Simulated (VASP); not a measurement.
A run of VASP 6.6.1 is set up as follows.

File INCAR:

```
SYSTEM = KI
ALGO = Normal
EDIFF = 1E-6
ENCUT = 500
GGA = PE
GGA_COMPAT = .False.
ISIF = 2
ISMEAR = 0
LASPH = .True.
LCHARG = .False.
LREAL = .False.
LWAVE = .False.
NBANDS = 15
NELM = 120
PREC = Accurate
SIGMA = 0.01
```

Contents of KPOINTS:

```
k-points
0
Gamma
  6 6 6
  0 0 0
```

The input POSCAR:

```
KI
1.0
    0.0000000000      3.4606573152      3.4606573152
    3.4606573152      0.0000000000      3.4606573152
    3.4606573152      3.4606573152      0.0000000000
K I
1 1
Direct
    0.0000000000      0.0000000000      0.0000000000
    0.5000000000      0.5000000000      0.5000000000
```

Potentials or basis: VASP PAW PBE potentials, release 64 (K_sv, I).

The run is started by

```bash
$ cat potpaw_PBE.64/K_sv/POTCAR potpaw_PBE.64/I/POTCAR > POTCAR
$ mpirun -np 1 vasp_std > vasp.out
```

Task: Estimate the band gap on the k mesh.

Result: 4.11 eV.

Task: Estimate the pressure.

Result: 1.6 GPa.

Caveat: spin-orbit coupling is left out, which moves the levels of the heavy elements. PBE gaps usually lie below the measured ones, often by a third to a half.
